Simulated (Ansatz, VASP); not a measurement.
## Two plane-wave programs on Zr2Zn2N3

```
Zr Zn N
1.0
     2.53561    1.46393    4.26721
    -2.53561    1.46393    4.26721
     0.00000   -2.92787    4.26721
Zr Zn N
2 2 3
Direct
  0.50000 0.50000 0.50000
  0.00000 0.00000 0.00000
  0.31370 0.31370 0.31370
  0.68630 0.68630 0.68630
  0.00000 0.00000 0.50000
  0.50000 0.00000 0.00000
  0.00000 0.50000 0.00000
```

Alike in both runs: task relaxation of cell and atoms; functional PBE; k mesh 6 × 6 × 6; occupations gaussian, width 0.1 eV; no spin polarisation.

|  | VASP | Ansatz |
| --- | --- | --- |
| version | VASP 6.6.1 | Ansatz 0.2.0 |
| potentials or method | VASP PAW PBE potentials, release 64 (Zr_sv, Zn, N), cutoff 600 eV | scalar-relativistic, plane waves, PAW |
| valence electrons in the cell | 63 | 63 |

|  | VASP | Ansatz | Ansatz less VASP |
| --- | --- | --- | --- |
| gap on the k mesh at the Fermi level, each at its own relaxed structure (eV) | none | none | - |
| relaxed volume (Å³/atom) | 12.32 | 12.33 | +0.011 |
| relaxed length of the cell vector where the two differ most in proportion (Å) | 4.986 | 4.978 | -0.0073 |

A gap of «none» marks a metal or a gap that the smearing closes.
